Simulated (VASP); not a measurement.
# TiTe (rocksalt type) (Fm-3m) in VASP: notebook

TiTe (rocksalt type) is run at these levels: LDA; tasks: density of states.

All numbers are computed with VASP 6.6.1; they aren't measurements. Logs are shortened: lines on timing, memory, paths and dates and some standing lists are left out, and cuts for length are marked.

### Step 1. The cell of the first run

Symmetry: Fm-3m, No. 225, cubic system. Conventional cell: a = 4.224 Å, b = 4.224 Å, c = 4.224 Å, α = 90.00°, β = 90.00°, γ = 90.00°. Within 2.8 Å of Ti (site symmetry m-3m) lie 6 Te at 2.11 Å. Within 2.8 Å of Te (site symmetry m-3m) lie 6 Ti at 2.11 Å.

### Step 2. Density of states, LDA (volume scaled by 0.45)

POSCAR

```
TiTe
1.0
    0.0000000000      2.1119045802      2.1119045802
    2.1119045802      0.0000000000      2.1119045802
    2.1119045802      2.1119045802      0.0000000000
Ti Te
1 1
Direct
    0.0000000000      0.0000000000      0.0000000000
    0.5000000000      0.5000000000      0.5000000000
```

INCAR.step1

```
  PREC = Accurate
  ENCUT = 520
  EDIFF = 1E-7
  ISMEAR = -1
  SIGMA = 0.05
  LREAL = F
  LASPH = T
  NELM = 80
  ALGO = Normal
  ISIF = 2
  LWAVE = F
  LCHARG = T
  LMAXMIX = 4
  NBANDS = 16
```

KPOINTS.step1

```
regular mesh
0
Gamma
  12 12 12
```

INCAR.step2

```
  PREC = Accurate
  ENCUT = 520
  EDIFF = 1E-7
  ISMEAR = -5
  SIGMA = 0.05
  LREAL = F
  LASPH = T
  NELM = 80
  ALGO = Normal
  ISIF = 2
  LWAVE = F
  LCHARG = F
  LMAXMIX = 4
  LORBIT = 10
  NEDOS = 2001
  ICHARG = 11
```

KPOINTS.step2

```
regular mesh
0
Gamma
  18 18 18
```

Potentials or basis: VASP PAW LDA potentials, release 64 (Ti_sv, Te).

Started as:

```bash
$ cat potpaw_LDA.64/Ti_sv/POTCAR potpaw_LDA.64/Te/POTCAR > POTCAR
$ cp INCAR.step1 INCAR
$ cp KPOINTS.step1 KPOINTS
$ mpirun -np 1 vasp_std > vasp.out
$ cp INCAR.step2 INCAR
$ cp KPOINTS.step2 KPOINTS
$ mpirun -np 1 vasp_std > vasp.out
```

OUTCAR:

```text
PREC = Accurate
   ENCUT = 520
   EDIFF = 1E-7
   ISMEAR = -5
   LREAL = F
   LASPH = T
   NELM = 80
   ISIF = 2
   LORBIT = 10
   ICHARG = 11

 ion  position               nearest neighbor table
   1  0.000  0.000  0.000-   2 2.11   2 2.11   2 2.11   2 2.11   2 2.11   2 2.11
   2  0.500  0.500  0.500-   1 2.11   1 2.11   1 2.11   1 2.11   1 2.11   1 2.11

  LATTYP: Found a face centered cubic cell.
 ALAT       =     4.2238091604

  Lattice vectors:

 A1 = (   0.0000000000,   2.1119045802,   2.1119045802)
 A2 = (   2.1119045802,   0.0000000000,   2.1119045802)
 A3 = (   2.1119045802,   2.1119045802,   0.0000000000)

Analysis of symmetry for initial positions (statically):
[... 33 lines left out ...]
                                     Primitive cell

  volume of cell :      18.8388

  direct lattice vectors                    reciprocal lattice vectors
     0.000000000  2.111904580  2.111904580    -0.236753121  0.236753121  0.236753121
     2.111904580  0.000000000  2.111904580     0.236753121 -0.236753121  0.236753121
     2.111904580  2.111904580  0.000000000     0.236753121  0.236753121 -0.236753121

  length of vectors
     2.986684100  2.986684100  2.986684100     0.410068434  0.410068434  0.410068434

  position of ions in fractional coordinates (direct lattice)
     0.000000000  0.000000000  0.000000000
     0.500000000  0.500000000  0.500000000

  ion indices of the primitive-cell ions
   primitive index   ion index
                 1           1
                 2           2

----------------------------------------------------------------------------------------

 KPOINTS: regular mesh

Automatic generation of k-mesh.
 Grid dimensions read from file:
 generate k-points for:   18   18   18

 Generating k-lattice:

  Cartesian coordinates                     Fractional coordinates (reciprocal lattice)
    -0.013152951  0.013152951  0.013152951     0.055555556  0.000000000  0.000000000
     0.013152951 -0.013152951  0.013152951     0.000000000  0.055555556  0.000000000
     0.013152951  0.013152951 -0.013152951     0.000000000  0.000000000  0.055555556

  Length of vectors
     0.022781580  0.022781580  0.022781580

  Shift w.r.t. Gamma in fractional coordinates (k-lattice)
     0.000000000  0.000000000  0.000000000

 TETIRR: Found    806 inequivalent tetrahedra from    34992

 Subroutine IBZKPT returns following result:
 ===========================================

 Found    195 irreducible k-points:

[... 53 lines left out ...]
   POTIM  = 0.5000    time-step for ionic-motion
   TEBEG  =    0.0;   TEEND  =   0.0 temperature during run
   PSTRESS=    0.0 pullay stress
   NELECT =      18.0000    total number of electrons
   NUPDOWN=      -1.0000    fix difference up-down
   EMIN   =  10.00;   EMAX   =-10.00  energy-range for DOS
   EFERMI =   0.00;   METHOD = LEGACY
   ISMEAR =    -5;   SIGMA  =   0.05  broadening in eV -4-tet -1-fermi 0-gaus
   EFERMI_NEDOS =   21; number of points for ismear=-14 and -15
   IALGO  =     38    algorithm
   IMIX   =      4    mixing-type and parameters
     AMIX     =   0.40;   BMIX     =  1.00
     AMIX_MAG =   1.60;   BMIX_MAG =  1.00
  volume/ion in A,a.u.               =       9.42        63.57
  Fermi-wavevector in a.u.,A,eV,Ry     =   1.612432  3.047054 35.374284  2.599937
  Thomas-Fermi vector in A             =   2.707663
   LORBIT       =     10    0 simple, 1 ext, 2 COOP (PROOUT), +10 PAW based schemes
   GGA     = CA    functional components
   LHFCALC =     F    Hartree Fock is set to
   AEXX    =    0.0000 exact exchange contribution
   IVDW    =     0    specifies the selected vdW correction
   LEPSILON=     F    determine dielectric tensor
   LRPA    =     F    only Hartree local field effects (RPA)
 non-spin polarized calculation
 Fermi weights with tetrahedron method with Bloechl corrections
  energy-cutoff  :      520.00
  volume of cell :       18.84
 maximum number of plane-waves:       531
 NGX is ok and might be reduce to    24

 number of electron      18.0000000 magnetization

 Free energy of the ion-electron system (eV)
  ---------------------------------------------------
  ext. energy  EPLUGINS =         0.00000000
  ---------------------------------------------------
  free energy    TOTEN  =         1.43994263 eV

  energy without entropy =        1.43994263  energy(sigma->0) =        1.43994263

 E-fermi :  24.3611     XC(G=0): -15.2950

 val. band max:       24.3646774375   @ k =  -0.3333   0.2778   0.0556
 cond. band min:      24.3385766910   @ k =   0.3889   0.0000   0.0000
 fundamental gap:     -0.0261007465
 Fermi energy:        24.3611234359

 k-point     1 :       0.0000    0.0000    0.0000
  band No.  band energies     occupation
      1     -31.6193      2.00000
      2      -8.4265      2.00000
      3      -8.4265      2.00000
      4      -8.4265      2.00000
      5       5.2586      2.00000
      6      21.7113      2.00000
      7      21.7113      2.00000
      8      21.7113      2.00000
      9      23.9019      2.00000
     10      23.9019      2.00000
     11      27.6673      0.00000
     12      27.6673      0.00000
     13      27.6673      0.00000
[... 354 lines left out ...]
  band No.  band energies     occupation
      1     -31.5108      2.00000
      2      -9.0985      2.00000
      3      -8.4116      2.00000
      4      -8.2838      2.00000
      5       7.4473      2.00000
      6      17.8655      2.00000
      7      19.5779      2.00000
      8      19.6362      2.00000
      9      22.8152      2.00000
     10      23.6945      2.00000
     11      27.0221      0.00000
     12      31.5631      0.00000
     13      32.0948      0.00000

 [... further k-points ...]
[... 5 lines left out ...]
  --------------------------------------------------------------------------------------
  -------------------------------------------------------------------------------------
  Total       47.1004357     47.1004357     47.1004357      0.0000000      0.0000000      0.0000000
  in kB     4005.7388747   4005.7388747   4005.7388747      0.0000000      0.0000000      0.0000000
  external PRESSURE =    4005.7388747 kB  Pullay stress =       0.0000000 kB

 VOLUME and BASIS-vectors are now :
 -----------------------------------------------------------------------------
  energy-cutoff  :      520.00
  volume of cell :       18.84
      direct lattice vectors                 reciprocal lattice vectors
     0.000000000  2.111904580  2.111904580    -0.236753121  0.236753121  0.236753121
     2.111904580  0.000000000  2.111904580     0.236753121 -0.236753121  0.236753121
     2.111904580  2.111904580  0.000000000     0.236753121  0.236753121 -0.236753121

 POSITION                                       TOTAL-FORCE (eV/Angst)
 -----------------------------------------------------------------------------------
      0.00000      0.00000      0.00000         0.000000      0.000000      0.000000
      2.11190      2.11190      2.11190        -0.000000     -0.000000     -0.000000
 -----------------------------------------------------------------------------------
    total drift:                                0.000000     -0.000000     -0.000000

  FREE ENERGIE OF THE ION-ELECTRON SYSTEM (eV)
  ---------------------------------------------------
  free  energy   TOTEN  =         1.4399426284 eV

  energy  without entropy=        1.4399426284  energy(sigma->0) =        1.43994263

 total charge

# of ion       s       p       d       tot
------------------------------------------
    1        2.309   6.490   3.834  12.632
    2        1.474   2.647   0.494   4.614
--------------------------------------------------
tot          3.783   9.137   4.327  17.247
```

OUTCAR.step1:

```text
PREC = Accurate
   ENCUT = 520
   EDIFF = 1E-7
   ISMEAR = -1
   LREAL = F
[... 677 lines left out ...]
      0.00000      0.00000      0.00000         0.000000      0.000000      0.000000
      2.11190      2.11190      2.11190        -0.000000     -0.000000      0.000000
 -----------------------------------------------------------------------------------
    total drift:                                0.000000     -0.000000     -0.000000

  FREE ENERGIE OF THE ION-ELECTRON SYSTEM (eV)
  ---------------------------------------------------
  free  energy   TOTEN  =         1.4342210806 eV

  energy  without entropy=        1.4432848208  energy(sigma->0) =        1.43875295
```

OSZICAR.step1:

```text
N       E                     dE             d eps       ncg     rms          rms(c)
DAV:   1     0.159491957256E+03    0.15949E+03   -0.88753E+03  2312   0.133E+03
DAV:   2     0.826961944776E+01   -0.15122E+03   -0.14581E+03  2440   0.351E+02
DAV:   3     0.145587204032E+01   -0.68137E+01   -0.67301E+01  3032   0.724E+01
DAV:   4     0.124179724957E+01   -0.21407E+00   -0.21393E+00  2824   0.113E+01
DAV:   5     0.123612635556E+01   -0.56709E-02   -0.56707E-02  3088   0.170E+00    0.382E+01
DAV:   6     0.143260785057E+01    0.19648E+00   -0.23678E-01  3080   0.334E+00    0.220E+01
DAV:   7     0.144616096572E+01    0.13553E-01   -0.31984E-01  3392   0.497E+00    0.272E+00
DAV:   8     0.143418635636E+01   -0.11975E-01   -0.46239E-02  2704   0.171E+00    0.779E-01
DAV:   9     0.143420189224E+01    0.15536E-04   -0.66872E-03  2416   0.775E-01    0.303E-01
DAV:  10     0.143421650651E+01    0.14614E-04   -0.69824E-04  2848   0.264E-01    0.683E-02
DAV:  11     0.143422240261E+01    0.58961E-05   -0.33206E-05  2688   0.399E-02    0.320E-02
DAV:  12     0.143422113212E+01   -0.12705E-05   -0.36318E-06  3000   0.169E-02    0.976E-03
DAV:  13     0.143422108061E+01   -0.51505E-07   -0.38851E-07  2944   0.409E-03
   1 F= 0.14342211E+01 E0= 0.14387530E+01  d E =-.906374E-02
```

Run time: 32 s. Hardware: 1 thread of Intel Xeon Platinum 8488C (Sapphire Rapids), shared host; peak memory 0.17 GiB.

What came out:

```yaml
Valence_electrons_inside_the_program's_atomic_spheres: Ti 12.63; Te 4.61
```

Caveat: spin-orbit coupling is left out, which moves the levels of the heavy elements; tetrahedron occupations give inexact forces and stress in metals.

### Step 3. Density of states, LDA (volume scaled by 0.45)

POSCAR is that of step 2.

INCAR.step1

```
SYSTEM = TiTe
ALGO = Normal
EDIFF = 1E-6
ENCUT = 520
GGA = CA
ISIF = 2
ISMEAR = -1
LASPH = .TRUE.
LCHARG = .TRUE.
LMAXMIX = 4
LREAL = .FALSE.
LWAVE = .FALSE.
NBANDS = 16
NELM = 80
PREC = Accurate
SIGMA = 0.05
```

KPOINTS.step1

```
k-points
0
G
  12 12 12
  0 0 0
```

INCAR.step2

```
SYSTEM = TiTe
ALGO = Normal
EDIFF = 1E-6
ENCUT = 520
GGA = CA
ICHARG = 11
ISIF = 2
ISMEAR = -5
LASPH = .TRUE.
LCHARG = .FALSE.
LMAXMIX = 4
LORBIT = 11
LREAL = .FALSE.
LWAVE = .FALSE.
NEDOS = 2001
NELM = 80
PREC = Accurate
SIGMA = 0.05
```

KPOINTS.step2

```
k-points
0
G
  18 18 18
  0 0 0
```

Potentials or basis: VASP PAW LDA potentials, release 64 (Ti_sv, Te).

Started as:

```bash
$ cat potpaw_LDA.64/Ti_sv/POTCAR potpaw_LDA.64/Te/POTCAR > POTCAR
$ cp INCAR.step1 INCAR
$ cp KPOINTS.step1 KPOINTS
$ mpirun -np 1 vasp_std > vasp.out
$ cp INCAR.step2 INCAR
$ cp KPOINTS.step2 KPOINTS
$ mpirun -np 1 vasp_std > vasp.out
```

It took 31 s on 1 thread of Intel Xeon Platinum 8488C (Sapphire Rapids), shared host; peak memory 0.17 GiB.

The run converged. Its results:

```yaml
Valence_electrons_inside_the_program's_atomic_spheres: Ti 12.63; Te 4.61
```

Levels at points of the mesh, in eV from the Fermi level:
```tsv
k point	band 6	band 7	band 8	band 9	band 10	band 11	band 12	band 13
(0.00, 0.00, 0.00)	-2.65	-2.65	-2.65	-0.46	-0.46	3.31	3.31	3.31
(0.50, 0.00, 0.00)	-11.98	-6.69	-6.69	0.41	0.41	2.73	4.88	9.11
(0.50, 0.50, 0.00)	-8.02	-6.29	-1.80	-1.80	1.12	2.10	2.10	5.45
```

Caveat: spin-orbit coupling is left out, which moves the levels of the heavy elements; tetrahedron occupations give inexact forces and stress in metals.
